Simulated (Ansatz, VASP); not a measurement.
**One calculation of Bi, two programs**

File INCAR:

```
PREC = Accurate
ENCUT = 520
EDIFF = 1E-8
ISMEAR = -1
SIGMA = 0.03
LREAL = False
LASPH = True
NELM = 100
ALGO = Normal
ISIF = 2
LWAVE = False
LCHARG = False
GGA = PS
LEFG = True
NBANDS = 22
```

File KPOINTS:

```
regular mesh
0
Gamma
  9 9 3
```

POSCAR

```
Bi
1.0
    4.5390002997      0.0453900030      0.0453900030
   -2.2301912542      3.9081945659      0.0166138942
    0.1182900000      0.1182900000     11.8290000000
Bi
2
Direct
    0.3333333333      0.6666666667      0.2500000000
    0.6666666667      0.3333333333      0.7500000000
```

Input for Ansatz:

```yaml
crystal:
  lattice:
    - [4.5390002997, 0.045390003, 0.045390003]
    - [-2.2301912542, 3.9081945659, 0.0166138942]
    - [0.11829, 0.11829, 11.829]
  atoms:
    - { symbol: Bi, position: [0.3333333333, 0.6666666667, 0.25] }
    - { symbol: Bi, position: [0.6666666667, 0.3333333333, 0.75] }
kpoints:
  mp_grid: { grid: [9, 9, 3] }
scf:
  occupations: { method: fermi_dirac, width: 0.03 }
hamiltonian:
  xc: pbesol
  pseudopotentials: { kind: all_electron, datasets: crystal }
output:
  forces: true
  stress: true
  eigenvalues: true
  efg: { contact_densities: true }
```

Change from the starting cell: equal xy, yz and zx shear strains of +2 %, crystal datasets.

Alike in both runs: task electric field gradients; functional PBEsol; k mesh 9 × 9 × 3; occupations fermi-dirac, width 0.03 eV; no spin polarisation.

|  | VASP | Ansatz |
| --- | --- | --- |
| version | VASP 6.6.1 | Ansatz 0.2.0 |
| potentials or method | VASP PAW PBE potentials, release 64 (Bi_d), cutoff 520 eV | all-electron PAW with datasets made for the crystal, scalar-relativistic |

VASP gave:

- pressure (GPa): -3.6
- traceless stress, the component that is largest in VASP (GPa): 3.16
- size of Vzz on the site where it differs most (V/Å²): 127.2

Task: Which values does Ansatz return?

Result: Pressure (GPa): -3.5; traceless stress, the component that is largest in VASP (GPa): 3.16; size of Vzz on the site where it differs most (V/Å²): 118.1.

VASP's potentials were made for PBE, not for PBEsol. Ansatz ran all-electron here, and VASP with PAW potentials. Ansatz's warnings: printed levels off.

Neither program's run includes spin-orbit coupling.
